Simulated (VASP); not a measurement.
The system is Al2BN3.

```xyz
6
Lattice="-1.3724 1.3724 5.8227 1.3724 -1.3724 5.8227 1.3724 1.3724 -5.8227" Properties=species:S:1:pos:R:3 pbc="T T T"
B     0.0000    0.0000    0.0000
N     1.3724    0.0000    4.8522
N     0.0000    1.3724    2.9113
N     1.3724    0.0000    0.9704
Al    0.0000    0.0000    3.8818
Al    0.0000    0.0000    7.7636
```

- Program: VASP 6.6.1
- Task: relaxation of cell and atoms
- Functional: PBE
- Potentials or basis: VASP PAW PBE potentials, release 64 (B, N, Al)
- Cutoff: 600 eV
- k mesh: 12 × 12 × 12
- Occupations: fermi-dirac, width 0.02 eV
- Spin: no spin polarisation

At the start: pressure 85.2 GPa; volume 7.31 Å³/atom.

Problem. Where does the relaxation end?

Solution. Over 17 steps the energy falls by 606.8 meV/atom and the volume is 8.99 Å³/atom (+22.9 %); space group I-4m2 (No. 119, to 0.1 Å) before and after.

The path:
| step | energy change (eV) | largest force (eV/Å) | pressure (GPa) | volume (Å³) |
| --- | --- | --- | --- | --- |
| 1 | 0.0000 | 7.5871 | 85.24 | 43.87 |
| 2 | 0.6356 | 3.8075 | -37.81 | 73.49 |
| 3 | -3.3697 | 2.7844 | -3.92 | 55.16 |
| 4 | -3.3939 | 2.7622 | -0.52 | 54.36 |
| 5 | -3.3973 | 2.7480 | 1.26 | 53.95 |
| 6 | -3.4886 | 1.8393 | -5.46 | 55.58 |
| 7 | -3.5992 | 0.5229 | -3.25 | 54.89 |
| 8 | -3.6346 | 0.1996 | 0.61 | 53.85 |
| 9 | -3.6353 | 0.2014 | 1.24 | 53.68 |
| 10 | -3.6387 | 0.2307 | -0.34 | 53.99 |
| 11 | -3.6394 | 0.1191 | 0.13 | 53.89 |
| 12 | -3.6406 | 0.0268 | -0.31 | 53.99 |
| 13 | -3.6406 | 0.0305 | -0.32 | 54.00 |
| 14 | -3.6407 | 0.0060 | 0.09 | 53.90 |
| 15 | -3.6407 | 0.0077 | 0.03 | 53.92 |
| 16 | -3.6407 | 0.0082 | 0.02 | 53.92 |
| 17 | -3.6407 | 0.0046 | 0.00 | 53.92 |

Final structure:
```
B N Al
1.0
    -1.45393    1.45393    6.37729
     1.45393   -1.45393    6.37729
     1.45393    1.45393   -6.37729
B N Al
1 3 2
Direct
  0.00000 0.00000 0.00000
  0.43293 0.93293 0.50000
  0.75000 0.25000 0.50000
  0.06707 0.56707 0.50000
  0.34118 0.34118 0.00000
  0.65882 0.65882 0.00000
```

Caveat: the volume moved by over 15 % at a fixed basis, so the end points are rough.
